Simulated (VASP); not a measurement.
Write the native input for VASP 6.6.1 that does the following.

- Task: single point
- Functional: PBEsol
- Potentials or basis: VASP PAW PBE potentials, release 64 (K_sv)
- Cutoff: 520 eV
- k mesh: 6 × 6 × 6
- Occupations: fermi-dirac, width 0.05 eV
- Spin: no spin polarisation
- Dipole correction: no
- Further INCAR settings: ALGO = Normal; EDIFF = 1e-06; NBANDS = 10

The structure of K lies in POSCAR:

```
K
1.0
   -2.6125000000      2.6125000000      2.6125000000
    2.6125000000     -2.6125000000      2.6125000000
    2.6125000000      2.6125000000     -2.6125000000
K
1
Direct
    0.0000000000      0.0000000000      0.0000000000
```

One way to write it, as run:

INCAR

```
SYSTEM = K
PREC     = Accurate       ! precision mode
ENCUT    = 520            ! plane-wave cutoff, eV
EDIFF    = 1E-6           ! SCF threshold, eV
ISMEAR   = -1             ! smearing method
SIGMA    = 0.05           ! smearing width, eV
LREAL    = .FALSE.        ! projectors in reciprocal space
LASPH    = .TRUE.         ! aspherical terms in the spheres
NELM     = 60             ! most SCF steps
ALGO     = Normal         ! electronic algorithm
ISIF     = 2              ! what is computed and relaxed
LWAVE    = .FALSE.        ! write WAVECAR
LCHARG   = .FALSE.        ! write CHGCAR
GGA      = PS             ! functional
NBANDS   = 10             ! bands
```

KPOINTS

```
regular mesh
0
G
  6 6 6
  0 0 0
```

Potentials or basis: VASP PAW PBE potentials, release 64 (K_sv).

Run with:

```sh
$ cat potpaw_PBE.64/K_sv/POTCAR > POTCAR
$ mpirun -np 1 vasp_std > vasp.out
```

It gave:

| Quantity | Value |
| --- | --- |
| Pressure | 0.0 GPa |

Caveat: the PAW data sets were made with another functional, which shifts forces and pressure a little.

Wall time 9.8 s on 1 thread of Intel(R) Xeon(R) Platinum 8559C (Emerald Rapids), with other jobs on the host, peak memory 0.19 GiB.
